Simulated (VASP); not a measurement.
Set up this calculation in VASP 6.6.1, as the native input.

- Task: single point
- Functional: PBEsol
- Potentials or basis: VASP PAW PBE potentials, release 64 (Be)
- Cutoff: 520 eV
- k mesh: 24 × 24 × 14
- Occupations: gaussian, width 0.15 eV
- Spin: no spin polarisation
- Dipole correction: no
- Further INCAR settings: ALGO = Fast; EDIFF = 1e-06; NBANDS = 9

The structure of Be lies in POSCAR:

```
Be
1.0
    2.2995019849      0.0000000000      0.0000000000
   -1.1497509925      2.1407841701      0.0000000000
    0.0000000000      0.0000000000      3.6009000000
Be
2
Direct
    0.3333333333      0.6666666667      0.2500000000
    0.6666666667      0.3333333333      0.7500000000
```

This cell differs from its parent crystal: strain +0.0750 x Voigt [0, 1, 0, 0, 0, 0].

One way to write it, as run:

INCAR

```
SYSTEM = Be
PREC = Accurate
ENCUT = 520
EDIFF = 1E-6
ISMEAR = 0
SIGMA = 0.15
LREAL = .False.
LASPH = .True.
NELM = 60
ALGO = Fast
ISIF = 2
LWAVE = .False.
LCHARG = .False.
GGA = PS
NBANDS = 9
```

KPOINTS

```
Automatic mesh
0
Gamma
  24 24 14
  0 0 0
```

Potentials or basis: VASP PAW PBE potentials, release 64 (Be).

Launch:

```sh
$ cat potpaw_PBE.64/Be/POTCAR > POTCAR
$ mpirun -np 1 vasp_std > vasp.out
```

Results of the run:

```json
{
  "Pressure": "-11.3 GPa",
  "Largest force": "0.099 eV/Å",
  "Band gap on the k mesh": "zero (bands 2 and 3 overlap by 2.03 eV)"
}
```

Caveat: the cell differs from its parent crystal (strain +0.0750 x Voigt [0, 1, 0, 0, 0, 0]); the stress differs along the axes, from -23 to -5 GPa; the PAW data sets were made with another functional, which shifts forces and pressure a little.

It took 82 s on 1 thread of Intel(R) Xeon(R) Platinum 8488C (Sapphire Rapids), on a shared host, peak memory 0.26 GiB.
